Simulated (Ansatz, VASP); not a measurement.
**One calculation of TaN, two programs**

INCAR

```
SYSTEM = TaN
  PREC = Accurate
  ENCUT = 520
  EDIFF = 1E-6
  ISMEAR = 0
  SIGMA = 0.15
  LREAL = .FALSE.
  LASPH = .TRUE.
  NELM = 80
  ALGO = Normal
  ISIF = 2
  LWAVE = .FALSE.
  LCHARG = .FALSE.
  GGA = PE
  NBANDS = 15
```

Contents of KPOINTS:

```
Automatic mesh
0
G
  24 24 24
  0 0 0
```

File POSCAR:

```
TaN
1.0
    0.0000000000      2.2086347780      2.2086347780
    2.2086347780      0.0000000000      2.2086347780
    2.2086347780      2.2086347780      0.0000000000
Ta N
1 1
Direct
    0.5000000000      0.5000000000      0.5000000000
    0.0000000000      0.0000000000     -0.0960466785
```

Input for Ansatz:

```yaml
crystal:
  lattice:
    - [0.0, 2.208634778, 2.208634778]
    - [2.208634778, 0.0, 2.208634778]
    - [2.208634778, 2.208634778, 0.0]
  atoms:
    - { symbol: Ta, position: [0.5, 0.5, 0.5] }
    - { symbol: "N", position: [0.0, 0.0, -0.0960466785] }
basis:
  ecutwfc: 420
kpoints:
  mp_grid: { grid: [24, 24, 24] }
hamiltonian:
  xc: pbe
scf:
  occupations: { method: gaussian, width: 0.15 }
output:
  forces: true
  stress: true
  eigenvalues: true
```

Alike in both runs: task single point; functional PBE; k mesh 24 × 24 × 24; occupations gaussian, width 0.15 eV; no spin polarisation.

```csv
,VASP,Ansatz
version,VASP 6.6.1,Ansatz 0.2.0
potentials or method,"VASP PAW PBE potentials, release 64 (Ta_pv, N), cutoff 520 eV","scalar-relativistic, plane waves, PAW"
valence electrons in the cell,16,18
```

```csv
,VASP,Ansatz,Ansatz less VASP
gap on the k mesh at the Fermi level (eV),none,none,-
pressure (GPa),15.1,14.2,-0.94
"traceless stress, the component that is largest in VASP (GPa)",-13.73,-13.50,+0.227
rms of the force components (eV/Å),1.684,1.663,-0.0214
```

Atom by atom the forces differ by 0.021 eV/Å (rms over components). A gap of «none» marks a metal or a gap that the smearing closes. VASP's potentials hold 16 valence electrons a cell and Ansatz's 18, so a difference there can come from the potentials and not from the codes.

Spin-orbit coupling is off throughout.
